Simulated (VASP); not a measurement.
Set up this calculation in VASP 6.6.1, as the native input.

- Task: single point
- Functional: revPBE
- Potentials or basis: VASP PAW PBE potentials, release 64 (Al)
- Cutoff: 520 eV
- k mesh: 15 × 15 × 15
- Occupations: fermi-dirac, width 0.1 eV
- Spin: no spin polarisation
- Dipole correction: no
- Further INCAR settings: ALGO = Normal; EDIFF = 1e-06; NBANDS = 8

The structure of Al lies in POSCAR:

```
Al
1.0
   -1.6261807820      1.6261807820      1.6261807820
    1.6261807820     -1.6261807820      1.6261807820
    1.6261807820      1.6261807820     -1.6261807820
Al
1
Direct
    0.0000000000      0.0000000000      0.0000000000
```

The input as run:

INCAR

```
PREC = Accurate
ENCUT = 520
EDIFF = 1E-6
ISMEAR = -1
SIGMA = 0.1
LREAL = False
LASPH = True
NELM = 80
ALGO = Normal
ISIF = 2
LWAVE = False
LCHARG = False
GGA = RE
NBANDS = 8
```

KPOINTS

```
regular mesh
0
Gamma
  15 15 15
```

Potentials or basis: VASP PAW PBE potentials, release 64 (Al).

Command:

```bash
$ cat potpaw_PBE.64/Al/POTCAR > POTCAR
$ mpirun -np 1 vasp_std > vasp.out
```

Results of the run:

The pressure is -0.3 GPa.

Caveat: the PAW data sets were made with another functional, which shifts forces and pressure a little.

Wall time 8.9 s on 1 thread of Intel(R) Xeon(R) Platinum 8259CL CPU @ 2.50GHz (Skylake/Cascade Lake), on a shared host, peak memory 0.14 GiB.
